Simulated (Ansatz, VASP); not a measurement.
# AgCl in VASP and in Ansatz

The input INCAR:

```
PREC = Accurate
ENCUT = 520
EDIFF = 1E-7
ISMEAR = -1
SIGMA = 0.02
LREAL = False
LASPH = True
NELM = 100
ALGO = Normal
ISIF = 2
LWAVE = False
LCHARG = True
GGA = PE
LELF = True
LVHAR = True
NBANDS = 16
```

File KPOINTS:

```
regular mesh
0
Gamma
  8 8 8
```

The input POSCAR:

```
AgCl
1.0
    0.0000000000      2.7731838141      2.8841111667
    2.7731838141      0.0000000000      2.8841111667
    2.7731838141      2.7731838141      0.0000000000
Ag Cl
1 1
Direct
    0.0000000000      0.0000000000      0.0000000000
    0.5000000000      0.5000000000      0.5000000000
```

Input for Ansatz:

```yaml
crystal:
  lattice:
    - [0.0, 2.7731838141, 2.8841111667]
    - [2.7731838141, 0.0, 2.8841111667]
    - [2.7731838141, 2.7731838141, 0.0]
  atoms:
    - { symbol: Ag, position: [0.0, 0.0, 0.0] }
    - { symbol: Cl, position: [0.5, 0.5, 0.5] }
kpoints:
  mp_grid: { grid: [8, 8, 8] }
  band_path:
    path:
      - [0.0, 0.0, 0.0]
      - [0.5, 0.0, 0.5]
      - [0.625, 0.25, 0.625]
      - [0.375, 0.375, 0.75]
      - [0.5, 0.5, 0.5]
      - [0.5, 0.25, 0.75]
      - [0.0375, 0.0375, 0.075]
      - [0.0, 0.0, 0.5]
    npoints: 1
hamiltonian:
  xc: pbe
scf:
  occupations: { method: fermi_dirac, width: 0.02 }
  n_extra_bands: 4
output:
  forces: true
  stress: true
  eigenvalues: true
```

Change from the starting cell: uniaxial_z strain +4.0%.

Alike in both runs: task single point; functional PBE; k mesh 8 × 8 × 8; occupations fermi-dirac, width 0.02 eV; no spin polarisation.

|  | VASP | Ansatz |
| --- | --- | --- |
| version | VASP 6.6.1 | Ansatz 0.2.0 |
| potentials or method | VASP PAW PBE potentials, release 64 (Ag, Cl) | plane waves, PAW |
| plane-wave cutoff (eV) | 520 | 420 |
| valence electrons in the cell | 18 | 26 |

|  | VASP | Ansatz | Ansatz less VASP |
| --- | --- | --- | --- |
| gap on the k mesh at the Fermi level (eV) | 0.81 | 0.81 | +0.003 |
| pressure (GPa) | -0.2 | -0.1 | +0.13 |
| traceless stress, the component that is largest in VASP (GPa) | -0.38 | -0.40 | -0.021 |

VASP's potentials hold 18 valence electrons a cell and Ansatz's 26, so a difference there can come from the potentials and not from the codes.
